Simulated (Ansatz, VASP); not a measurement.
# One calculation of Se, two programs

```
Se
1.0
     4.30893    0.00000    0.00000
    -2.15446    3.73164    0.00000
     0.00000    0.00000    4.81437
Se
3
Cartesian
  1.0658 0.0000 1.6048
  -0.5329 0.9230 3.2096
  1.6216 2.8086 0.0000
```

Alike in both runs: task single point; functional PBE; dispersion D3(BJ); k mesh 12 × 12 × 8; occupations gaussian, width 0.05 eV; no spin polarisation.

|  | VASP | Ansatz |
| --- | --- | --- |
| version | VASP 6.6.1 | Ansatz 0.2.0 |
| potentials or method | VASP PAW PBE potentials, release 64 (Se), cutoff 520 eV | scalar-relativistic, plane waves, PAW |
| valence electrons in the cell | 18 | 48 |

```csv
,VASP,Ansatz,Ansatz less VASP
gap on the k mesh at the Fermi level (eV),0.43,0.43,-0.001
least direct gap on the mesh (eV),1.39,1.39,+0.007
pressure (GPa),-1.0,-1.1,-0.09
"traceless stress, the component that is largest in VASP (GPa)",2.11,2.09,-0.020
rms of the force components (eV/Å),0.176,0.188,+0.0117
```

Atom by atom the forces differ by 0.012 eV/Å (rms over components). VASP's potentials hold 18 valence electrons a cell and Ansatz's 48, so a difference there can come from the potentials and not from the codes.
